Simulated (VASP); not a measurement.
Wanted: the native input for a VASP 6.6.1 run.

- Task: single point
- Functional: PBEsol
- Dispersion: D3(BJ)
- Potentials or basis: VASP PAW PBE potentials, release 64 (C)
- Cutoff: 520 eV
- k mesh: 16 × 16 × 9
- Occupations: methfessel-paxton, width 0.1 eV
- Spin: no spin polarisation
- Dipole correction: no
- Further INCAR settings: ALGO = Normal; EDIFF = 1e-06; NBANDS = 11

The structure of C lies in POSCAR:

```
C
1.0
    2.1288110609     -1.2291192295     -0.0127071625
    2.1288110609      1.2291192295     -0.0127071625
   -1.4009601281      0.0000000000      3.3095221538
C
2
Direct
    0.8333876078      0.8333876078      0.0001583819
    0.1666123922      0.1666123922      0.9998416181
```

One way to write it, as run:

INCAR

```
ALGO = Normal
EDIFF = 1E-6
ENCUT = 520
GGA = PS
ISIF = 2
ISMEAR = 1
IVDW = 12
LASPH = True
LCHARG = True
LELF = True
LREAL = False
LVHAR = True
LWAVE = False
NBANDS = 11
NELM = 100
PREC = Accurate
SIGMA = 0.1
```

KPOINTS

```
k-points
0
Gamma
  16 16 9
```

Potentials or basis: VASP PAW PBE potentials, release 64 (C).

Run with:

```console
$ cat potpaw_PBE.64/C/POTCAR > POTCAR
$ mpirun -np 1 vasp_std > vasp.out
```

It gave:

The pressure is 0.7 GPa and the dispersion energy per atom is -0.112 eV.

Caveat: the PAW data sets were made with another functional, which shifts forces and pressure a little.

Wall time 36 s on 1 thread of Intel(R) Xeon(R) 6975P-C (Granite Rapids) (shared host), peak memory 0.21 GiB.
